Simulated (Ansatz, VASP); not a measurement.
AlN in VASP and in Ansatz

```
Al N
1.0
     3.08877    0.00000    0.00000
    -1.54439    2.67496    0.00000
     0.00000    0.00000    4.91854
Al N
2 2
Direct
  0.33333 0.66667 0.99851
  0.66667 0.33333 0.49851
  0.33333 0.66667 0.38149
  0.66667 0.33333 0.88149
```

Change from the starting cell: z stretched by -0.5 %, x and y held.

Alike in both runs: functional LDA; k mesh 8 × 8 × 6; no spin polarisation.

Ansatz relaxed the structure, and its values are those at the end. VASP's run is a single point on that final structure, the one shown.

|  | VASP | Ansatz |
| --- | --- | --- |
| version | VASP 6.6.1 | Ansatz 0.2.0 |
| potentials or method | VASP PAW LDA potentials, release 64 (Al, N), cutoff 520 eV | all-electron LAPW, scalar-relativistic |
| occupations | gaussian, width 0.01 eV | fixed |

Ansatz gave:

| Property | Result |
| --- | --- |
| gap on the k mesh at the Fermi level (eV) | 4.43 |
| pressure (GPa) | 1.0 |

Estimate VASP's values.

gap on the k mesh at the Fermi level (eV): 4.44; pressure (GPa): 1.6.

LDA's correlation is that of Perdew and Zunger in VASP and of Perdew and Wang (1992) in Ansatz. Ansatz ran all-electron here, and VASP with PAW potentials.
